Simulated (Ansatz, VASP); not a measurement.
**BeTe in VASP and in Ansatz**

INCAR

```
SYSTEM = BeTe
PREC = Accurate
ENCUT = 600
EDIFF = 1E-6
ISMEAR = 0
SIGMA = 0.02
LREAL = .FALSE.
LASPH = .TRUE.
NELM = 60
ALGO = Normal
ISIF = 3
LWAVE = .FALSE.
LCHARG = .FALSE.
GGA = CA
IBRION = 2
NSW = 70
EDIFFG = -0.005
```

KPOINTS

```
regular mesh
0
G
  8 8 8
  0 0 0
```

Contents of POSCAR:

```
BeTe
1.0
    0.0000000000      2.8318743745      2.8318743745
    2.8318743745      0.0000000000      2.8318743745
    2.8318743745      2.8318743745      0.0000000000
Be Te
1 1
Direct
    0.0000000000      0.0000000000      0.0000000000
    0.2500000000      0.2500000000      0.2500000000
```

Input for Ansatz:

```yaml
crystal:
  lattice:
    - [0.0, 2.8318743745, 2.8318743745]
    - [2.8318743745, 0.0, 2.8318743745]
    - [2.8318743745, 2.8318743745, 0.0]
  atoms:
    - { symbol: Be, position: [0.0, 0.0, 0.0] }
    - { symbol: Te, position: [0.25, 0.25, 0.25] }
basis:
  ecutwfc: 420
kpoints:
  mp_grid: { grid: [8, 8, 8] }
hamiltonian:
  xc: lda
scf:
  occupations: { method: gaussian, width: 0.02 }
output:
  forces: true
  stress: true
  eigenvalues: true
relax:
  adjacent_minimum: "off"
  f_tol: 0.005
  max_steps: 50
  cell: { stress_tol: 0.05 }
```

Alike in both runs: task relaxation of cell and atoms; functional LDA; k mesh 8 × 8 × 8; occupations gaussian, width 0.02 eV; no spin polarisation.

|  | VASP | Ansatz |
| --- | --- | --- |
| version | VASP 6.6.1 | Ansatz 0.2.0 |
| potentials or method | VASP PAW LDA potentials, release 64 (Be, Te), cutoff 600 eV | scalar-relativistic, plane waves, PAW |
| valence electrons in the cell | 8 | 18 |

Ansatz gave:

```
gap on the k mesh at the Fermi level, each at its own relaxed structure (eV) : 1.79
relaxed volume (Å³/atom)                                                     : 21.43
relaxed cell length with the largest relative difference (Å)                 : 3.928
```

Estimate VASP's values.

gap on the k mesh at the Fermi level, each at its own relaxed structure (eV): 1.78; relaxed volume (Å³/atom): 21.51; relaxed cell length with the largest relative difference (Å): 3.933.

LDA's correlation is that of Perdew and Zunger in VASP and of Perdew and Wang (1992) in Ansatz. VASP's potentials hold 8 valence electrons a cell and Ansatz's 18, so a difference there can come from the potentials and not from the codes.

Neither program's run includes spin-orbit coupling.
